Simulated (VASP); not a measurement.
# H4RuCl (F-43m) in VASP: further runs

Runs on H4RuCl. Level: PBE. Tasks: single point.

Everything below comes from runs of VASP 6.6.1. Logs are shortened: lines on timing, memory, paths and dates and some standing lists are left out, and cuts for length are marked.

### 1 The cell of the first run

Symmetry: F-43m, No. 216, cubic system. The conventional cell has a = 6.876 Å, b = 6.876 Å, c = 6.876 Å, α = 90.00°, β = 90.00°, γ = 90.00°. H (site symmetry 3m) has 6 H at 2.43 Å and 3 Ru at 2.85 Å and 3 Cl at 2.85 Å within 3.2 Å. Ru (site symmetry -43m) has 12 H at 2.85 Å and 4 Cl at 2.98 Å within 3.8 Å. Cl (site symmetry -43m) has 12 H at 2.85 Å and 4 Ru at 2.98 Å within 3.8 Å.

### 2 Single point, PBE, collinear spin, ferromagnetic start

File INCAR:

```
  PREC = Accurate
  ENCUT = 520
  EDIFF = 1E-6
  ISMEAR = 0
  SIGMA = 0.1
  LREAL = False
  LASPH = True
  NELM = 150
  ALGO = Normal
  ISIF = 2
  LWAVE = False
  LCHARG = False
  ISPIN = 2
  MAGMOM = 0 0 0 0 1 0
  LORBIT = 11
  LMAXMIX = 4
  GGA = PE
  NBANDS = 26
```

File KPOINTS:

```
Automatic mesh
0
Gamma
  4 4 4
```

File POSCAR:

```
H4RuCl
1.0
    0.0000000000      3.4382166200      3.4382166200
    3.4382166200      0.0000000000      3.4382166200
    3.4382166200      3.4382166200      0.0000000000
H Ru Cl
4 1 1
Direct
    0.8754939700      0.3748353400      0.3748353400
    0.3748353400      0.3748353400      0.3748353400
    0.3748353400      0.8754939700      0.3748353400
    0.3748353400      0.3748353400      0.8754939700
    0.0000000000      0.0000000000      0.0000000000
    0.7500000000      0.7500000000      0.7500000000
```

Potentials or basis: VASP PAW PBE potentials, release 64 (H, Ru_pv, Cl).

On the command line:

```sh
$ cat potpaw_PBE.64/H/POTCAR potpaw_PBE.64/Ru_pv/POTCAR potpaw_PBE.64/Cl/POTCAR > POTCAR
$ mpirun -np 1 vasp_std > vasp.out
```

OUTCAR:

```text
PREC = Accurate
   ENCUT = 520
   EDIFF = 1E-6
   ISMEAR = 0
   LREAL = False
   LASPH = True
   NELM = 150
   ISIF = 2
   ISPIN = 2
   LORBIT = 11
   GGA = PE

 ion  position               nearest neighbor table
   1  0.875  0.375  0.375-
   2  0.375  0.375  0.375-
   3  0.375  0.875  0.375-
   4  0.375  0.375  0.875-
   5  0.000  0.000  0.000-   6 2.98   6 2.98   6 2.98   6 2.98
   6  0.750  0.750  0.750-   5 2.98   5 2.98   5 2.98   5 2.98

  LATTYP: Found a face centered cubic cell.
 ALAT       =     6.8764332400

  Lattice vectors:

 A1 = (   0.0000000000,   3.4382166200,   3.4382166200)
 A2 = (   3.4382166200,   0.0000000000,   3.4382166200)
 A3 = (   3.4382166200,   3.4382166200,   0.0000000000)

Analysis of symmetry for initial positions (statically):
=====================================================================
 Subroutine PRICEL returns:
 Original cell was already a primitive cell.

 Routine SETGRP: Setting up the symmetry group for a
 face centered cubic supercell.

 Subroutine GETGRP returns: Found 24 space group operations
 (whereof 24 operations were pure point group operations)
 out of a pool of 48 trial point group operations.

The static configuration has the point symmetry T_d .

Analysis of symmetry for dynamics (positions and initial velocities):
=====================================================================
 Subroutine PRICEL returns:
 Original cell was already a primitive cell.

 Routine SETGRP: Setting up the symmetry group for a
 face centered cubic supercell.

 Subroutine GETGRP returns: Found 24 space group operations
 (whereof 24 operations were pure point group operations)
 out of a pool of 48 trial point group operations.

The dynamic configuration has the point symmetry T_d .

Analysis of structural, dynamic, and magnetic symmetry:
=====================================================================
 Subroutine PRICEL returns:
 Original cell was already a primitive cell.

 Routine SETGRP: Setting up the symmetry group for a
 face centered cubic supercell.

 Subroutine GETGRP returns: Found 24 space group operations
 (whereof 24 operations were pure point group operations)
 out of a pool of 48 trial point group operations.

The overall configuration has the point symmetry T_d .

 Subroutine INISYM returns: Found 24 space group operations
 (whereof 24 operations are pure point group operations),
 and found     1 'primitive' translations

[... 120 lines left out ...]
 maximum number of plane-waves:      2208
   NGX = 19   NGY = 19   NGZ = 19

 number of electron      25.0000001 magnetization       2.6458267

 Free energy of the ion-electron system (eV)
  ---------------------------------------------------
  ext. energy  EPLUGINS =         0.00000000
  ---------------------------------------------------
  free energy    TOTEN  =       -14.20919894 eV

  energy without entropy =      -14.18458077  energy(sigma->0) =      -14.19688985

 E-fermi :   1.2351     XC(G=0):  -8.9771

 val. band max:        1.2107469238   @ k =   0.2500   0.0000   0.0000
 cond. band min:       1.2650052989   @ k =   0.5000   0.2500   0.0000
 fundamental gap:      0.0542583751
 Fermi energy:         1.2350908472

 spin component 1

 k-point     1 :       0.0000    0.0000    0.0000
  band No.  band energies     occupation
      1     -42.6493      1.00000
      2     -42.6493      1.00000
      3     -42.6493      1.00000
      4     -13.8848      1.00000
      5      -3.3939      1.00000
      6      -2.8525      1.00000
[... 205 lines left out ...]
     23      11.7638      0.00000
     24      12.9596      0.00000
 Fermi energy:         1.2350908472

 spin component 2

 k-point     1 :       0.0000    0.0000    0.0000
  band No.  band energies     occupation
      1     -40.4723      1.00000
      2     -40.4723      1.00000
      3     -40.4723      1.00000
      4     -13.7042      1.00000
      5      -3.6467      1.00000
      6      -2.2757      1.00000
[... 205 lines left out ...]
     23      13.0102      0.00000
     24      13.1777      0.00000
 [bands above 24 left out]

------------------------ aborting loop because EDIFF is reached ----------------------------------------

  FORCE on cell =-STRESS in cart. coord.  units (eV):
  Direction    XX          YY          ZZ          XY          YZ          ZX
  --------------------------------------------------------------------------------------
  -------------------------------------------------------------------------------------
  Total       -7.4775954     -7.4775954     -7.4775954     -0.0000000      0.0000000      0.0000000
  in kB     -147.3814566   -147.3814566   -147.3814566     -0.0000000      0.0000000      0.0000000
  external PRESSURE =    -147.3814566 kB  Pullay stress =       0.0000000 kB

 VOLUME and BASIS-vectors are now :
 -----------------------------------------------------------------------------
  energy-cutoff  :      520.00
  volume of cell :       81.29
      direct lattice vectors                 reciprocal lattice vectors
     0.000000000  3.438216620  3.438216620    -0.145424229  0.145424229  0.145424229
     3.438216620  0.000000000  3.438216620     0.145424229 -0.145424229  0.145424229
     3.438216620  3.438216620  0.000000000     0.145424229  0.145424229 -0.145424229

 POSITION                                       TOTAL-FORCE (eV/Angst)
 -----------------------------------------------------------------------------------
      2.57753      4.29890      4.29890        -0.112792      0.112792      0.112792
      2.57753      2.57753      2.57753        -0.112792     -0.112792     -0.112792
      4.29890      2.57753      4.29890         0.112792     -0.112792      0.112792
      4.29890      4.29890      2.57753         0.112792      0.112792     -0.112792
      0.00000      0.00000      0.00000         0.000000      0.000000      0.000000
      5.15732      5.15732      5.15732         0.000000      0.000000      0.000000
 -----------------------------------------------------------------------------------
    total drift:                                0.000001      0.000001      0.000002

  FREE ENERGIE OF THE ION-ELECTRON SYSTEM (eV)
  ---------------------------------------------------
  free  energy   TOTEN  =       -14.2091989386 eV

  energy  without entropy=      -14.1845807662  energy(sigma->0) =      -14.19688985

 total charge

# of ion       s       p       d       tot
------------------------------------------
    1        0.350   0.003   0.000   0.353
    2        0.350   0.003   0.000   0.353
    3        0.350   0.003   0.000   0.353
    4        0.350   0.003   0.000   0.353
    5        0.132   6.031   5.779  11.942
    6        1.627   3.367   0.000   4.994
--------------------------------------------------
tot          3.160   9.409   5.779  18.348

 magnetization (x)

# of ion       s       p       d       tot
------------------------------------------
    1       -0.060  -0.000   0.000  -0.060
    2       -0.060  -0.000   0.000  -0.060
    3       -0.060  -0.000   0.000  -0.060
    4       -0.060  -0.000   0.000  -0.060
    5        0.019   0.013   2.790   2.822
    6        0.007   0.141   0.000   0.148
--------------------------------------------------
tot         -0.215   0.154   2.790   2.729
```

stdout:

```text
POSCAR found type information on POSCAR H RuCl
 POSCAR found :  3 types and       6 ions
 scaLAPACK will be used
 LDA part: xc-table for (Slater+PW92), standard interpolation
 POSCAR, INCAR and KPOINTS ok, starting setup
 FFT: planning ... GRIDC
 FFT: planning ... GRID_SOFT
 FFT: planning ... GRID
 WAVECAR not read
 entering main loop
```

Run time: 29 s. Hardware: 1 thread of AMD EPYC 9R45 (Zen 5), shared host; peak memory 0.22 GiB.

What came out:

| Quantity | Value |
| --- | --- |
| Free energy | -14.2092 eV |
| Pressure | -14.7 GPa |
| Largest force | 0.195 eV/Å |
| Net moment | 2.65 μB per cell |
| Site moments | H -0.06; Ru +2.82; Cl +0.15 μB |
| Valence electrons inside the program's atomic spheres | H 0.35; Ru 11.94; Cl 4.99 |

Forces in eV/Å, atoms in the order of the input:
```
H   -0.113  0.113  0.113
H   -0.113 -0.113 -0.113
H    0.113 -0.113  0.113
H    0.113  0.113 -0.113
Ru   0.000  0.000  0.000
Cl   0.000  0.000  0.000
```

Caveat: the k points lie up to 0.40 Å⁻¹ apart.

### 3 Single point, PBE

This run uses another cell than the first one, of 7.73 Å³/atom, 0.570 times its volume.

File INCAR:

```
ALGO = Normal ; EDIFF = 1E-6
ENCUT = 520 ; GGA = PE
ISIF = 2 ; ISMEAR = 0
LASPH = True ; LCHARG = False
LREAL = False ; LWAVE = False
NBANDS = 22 ; NELM = 80
PREC = Accurate ; SIGMA = 0.1
```

File KPOINTS:

```
k-points
0
Gamma
  12 12 12
```

File POSCAR:

```
H4RuCl
1.0
    0.0000000000      2.8514481509      2.8514481509
    2.8514481509      0.0000000000      2.8514481509
    2.8514481509      2.8514481509      0.0000000000
H Ru Cl
4 1 1
Direct
    0.3385693044      0.3385693044      0.3385693044
    0.9842920867      0.3385693044      0.3385693044
    0.3385693044      0.3385693044      0.9842920867
    0.3385693044      0.9842920867      0.3385693044
    0.0000000000      0.0000000000      0.0000000000
    0.7500000000      0.7500000000      0.7500000000
```

Potentials or basis: VASP PAW PBE potentials, release 64 (H, Ru_pv, Cl).

On the command line:

```sh
$ cat potpaw_PBE.64/H/POTCAR potpaw_PBE.64/Ru_pv/POTCAR potpaw_PBE.64/Cl/POTCAR > POTCAR
$ mpirun -np 1 vasp_std > vasp.out
```

It took 33 s on 1 thread of AMD EPYC 9R45 (Zen 5), shared host; peak memory 0.19 GiB.

Results (log left out):

```
Free energy   : -17.8143 eV
Pressure      : -0.1 GPa
Largest force : 0.004 eV/Å
```

Forces in eV/Å, atoms in the order of the input:
```
H    0.002  0.002  0.002
H    0.002 -0.002 -0.002
H   -0.002 -0.002  0.002
H   -0.002  0.002 -0.002
Ru   0.000  0.000  0.000
Cl   0.000  0.000  0.000
```

Levels at points of the mesh, in eV from the Fermi level:
| k point | band 10 | band 11 | band 12 | band 13 | band 14 | band 15 | band 16 | band 17 |
| --- | --- | --- | --- | --- | --- | --- | --- | --- |
| (0.00, 0.00, 0.00) | -1.75 | -0.17 | -0.17 | -0.17 | 2.82 | 2.82 | 2.82 | 6.22 |
| (0.50, 0.00, 0.00) | -2.19 | -2.19 | -0.98 | -0.98 | 0.26 | 2.81 | 2.81 | 7.37 |
| (0.50, 0.50, 0.00) | -1.66 | -1.66 | -1.11 | 0.32 | 2.22 | 2.76 | 2.76 | 4.67 |

Caveat: an odd number of electrons without spin polarisation forces a metal; a magnetic or distorted state may lie lower.
